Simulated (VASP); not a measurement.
Write the native input for VASP 6.6.1 that does the following.

```
Task                   : single point
Functional             : PBEsol
Dispersion             : D4
Potentials or basis    : VASP PAW PBE potentials, release 64 (Y_sv)
Cutoff                 : 400 eV
k mesh                 : 6 × 6 × 1
Occupations            : methfessel-paxton, width 0.1 eV
Spin                   : no spin polarisation
Dipole correction      : yes
Further INCAR settings : ALGO = Normal; EDIFF = 1e-06; NBANDS = 78; NELMDL = -8
```

The structure of Y lies in POSCAR:

```
Y
1.0
    6.2614755815      0.0000000000      0.0000000000
   -3.1307377908      5.4225969187      0.0000000000
    0.0000000000      0.0000000000     28.3995499933
Y
12
Direct
    0.3333115569      0.3333300102      0.2458865567
    0.6666851200      0.0000217764      0.2458865567
    0.0000033231      0.6666482134      0.2458865567
    0.3333333333      1.0000000000      0.3416550608
    0.6666666667      0.6666666667      0.3416459294
    0.0000000000      0.3333333333      0.3416504158
    0.3333149677      0.3333356867      0.4405722576
    0.6666873857      0.0000183656      0.4405722576
   -0.0000023534      0.6666459477      0.4405722576
    0.3333333333      1.0000000000      0.5363002917
    0.6666666667      0.6666666667      0.5363925498
    0.0000000000      0.3333333333      0.5363379340
```

These files were run (other wordings do the same):

INCAR

```
SYSTEM = Y
ALGO = Normal
DIPOL = 0.5 0.5 0.391
EDIFF = 1E-6
ENCUT = 400
GGA = PS
GGA_COMPAT = .FALSE.
IDIPOL = 3
ISIF = 2
ISMEAR = 1
IVDW = 13
LASPH = .TRUE.
LCHARG = .FALSE.
LDIPOL = .TRUE.
LREAL = .FALSE.
LWAVE = .FALSE.
NBANDS = 78
NELM = 120
NELMDL = -8
PREC = Accurate
SIGMA = 0.1
```

KPOINTS

```
k-points
0
G
  6 6 1
  0 0 0
```

Potentials or basis: VASP PAW PBE potentials, release 64 (Y_sv).

Command:

```bash
$ cat potpaw_PBE.64/Y_sv/POTCAR > POTCAR
$ mpirun -np 1 vasp_std > vasp.out
```

It gave:

```
Largest force              : 0.012 eV/Å
Band gap on the k mesh     : zero (bands 66 and 67 overlap by 0.06 eV)
Dispersion energy per atom : -0.108 eV
```

Caveat: the PAW data sets were made with another functional, which shifts forces and pressure a little.

Wall time 42 min on 1 thread of Intel(R) Xeon(R) Platinum 8259CL CPU @ 2.50GHz (Skylake/Cascade Lake), on a shared host, peak memory 0.81 GiB.
